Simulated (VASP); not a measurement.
Runs of VASP 6.6.1 on TcN2. Symmetry: Fm-3m, No. 225, cubic system. The conventional cell has a = 4.889 Å, b = 4.889 Å, c = 4.889 Å, α = 90.00°, β = 90.00°, γ = 90.00°. Tc (site symmetry m-3m) has 8 N at 2.12 Å within 2.8 Å. N (site symmetry -43m) has 4 Tc at 2.12 Å and 6 N at 2.44 Å within 2.8 Å. 

| smearing | gap on the mesh (eV) | pressure (GPa) |
| --- | --- | --- |
| gaussian 0.25 eV | none | -5.5 |
| gaussian 0.1 eV | none | -5.8 |
| gaussian 0.05 eV | none | -5.9 |
| gaussian 0.15 eV | none | (a) |
| gaussian 0.025 eV | none | -5.9 |

Alike in all rows: task single point; level PBE; potentials or basis VASP PAW PBE potentials, release 64 (Tc_pv, N); no spin polarisation; cell as given; k mesh 9 × 9 × 9; cutoff (eV) 600.

Q: Estimate the missing entries.

A: (a) -5.7.

Caveats: the cell stands under tension.

A k mesh can miss the band edges, and the runs leave out spin-orbit coupling on Tc.

A gap of «none» marks levels without a gap at the run's occupations.
